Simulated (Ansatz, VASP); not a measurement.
**Ga5As2P3 in VASP and in Ansatz**

```
Ga P As
1.0
    -0.00018   -3.98109    0.00009
     3.98175    0.00018    0.00041
    -1.99213    1.99410   13.86712
Ga P As
5 3 2
Direct
  0.89531 0.89545 0.79088
  0.29833 0.29851 0.59687
  0.70168 0.70143 0.40312
  0.10454 0.10468 0.20910
  0.50001 0.49992 0.00000
  0.25014 0.75005 0.50001
  0.65309 0.15297 0.30609
  0.84692 0.34697 0.69392
  0.05231 0.55232 0.10452
  0.44767 0.94769 0.89549
```

Change from the starting cell: cell x1, atoms moved at random (sigma 0.1 Å) and cell strained at random (1.5 %), then relaxed without symmetry.

Alike in both runs: functional PBE; k mesh 4 × 4 × 4; occupations gaussian, width 0.1 eV; no spin polarisation.

Ansatz relaxed the structure, and its values are those at the end. VASP's run is a single point on that final structure, the one shown.

```csv
,VASP,Ansatz
version,VASP 6.6.1,Ansatz 0.2.0
potentials or method,"VASP PAW PBE potentials, release 64 (Ga_d, P, As), cutoff 520 eV","scalar-relativistic, plane waves, PAW"
valence electrons in the cell,90,110
```

VASP gave:

- gap on the k mesh at the Fermi level (eV): 0.93
- least direct gap on the mesh (eV): 0.93
- pressure (GPa): 0.1
- rms of the force components (eV/Å): 0.003

Question: Which values does Ansatz return?

Answer: gap on the k mesh at the Fermi level (eV): 0.93; least direct gap on the mesh (eV): 0.93; pressure (GPa): 0.0; rms of the force components (eV/Å): 0.001.

VASP's potentials hold 90 valence electrons a cell and Ansatz's 110, so a difference there can come from the potentials and not from the codes.
